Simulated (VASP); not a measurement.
A run of VASP 6.6.1:

Contents of INCAR:

```
SYSTEM = Zr2HS4
PREC     = Accurate       ! precision mode
ENCUT    = 400            ! plane-wave cutoff, eV
EDIFF    = 1E-6           ! SCF threshold, eV
ISMEAR   = 0              ! smearing method
SIGMA    = 0.05           ! smearing width, eV
LREAL    = .False.        ! projectors in reciprocal space
LASPH    = .True.         ! aspherical terms in the spheres
NELM     = 120            ! most SCF steps
ALGO     = Normal         ! electronic algorithm
ISIF     = 2              ! what is computed and relaxed
LWAVE    = .False.        ! write WAVECAR
LCHARG   = .False.        ! write CHGCAR
LDIPOL   = .True.       
IDIPOL   = 3            
DIPOL    = 0.5 0.5 0.285
GGA      = PE             ! functional
IVDW     = 12             ! dispersion correction
NBANDS   = 62             ! bands
GGA_COMPAT= .False.      
NELMDL   = -8
```

File KPOINTS:

```
Automatic mesh
0
Gamma
  6 6 1
  0 0 0
```

File POSCAR:

```
Zr2HS4
1.0
    7.2976778227      0.0000000000      0.0000000000
   -3.6488389114      6.3199743831      0.0000000000
    0.0000000000      0.0000000000     20.9171506047
S Zr H
8 4 2
Direct
    0.3333333333      0.1666666667      0.1912306354
    0.3333333333      0.6666666667      0.1912306354
    0.8333333333      0.1666666667      0.1912306354
    0.8333333333      0.6666666667      0.1912306354
    0.1666666667      0.3333333333      0.3306927762
    0.1666666667      0.8333333333      0.3306927762
    0.6666666667      0.3333333333      0.3306927762
    0.6666666667      0.8333333333      0.3306927762
    0.0000000000      0.0000000000      0.2609617058
    0.0000000000      0.5000000000      0.2609617058
    0.5000000000      0.0000000000      0.2609617058
    0.5000000000      0.5000000000      0.2609617058
    0.3869988249      0.7739976498      0.4286984769
    0.4463345084      0.8926690169      0.4286984769
```

Potentials or basis: VASP PAW PBE potentials, release 64 (S, Zr_sv, H).

Launch:

```sh
$ cat potpaw_PBE.64/S/POTCAR potpaw_PBE.64/Zr_sv/POTCAR potpaw_PBE.64/H/POTCAR > POTCAR
$ mpirun -np 1 vasp_std > vasp.out
```

Hardware: 1 thread of Intel(R) Xeon(R) Platinum 8375C CPU @ 2.90GHz (Ice Lake), with other jobs on the host.

Question: Estimate the wall time of this run.

Answer: Run time: 22 min on 1 thread of Intel(R) Xeon(R) Platinum 8375C CPU @ 2.90GHz (Ice Lake), with other jobs on the host, peak memory 0.9 GiB. Counts: scf iterations 29, k points 13.
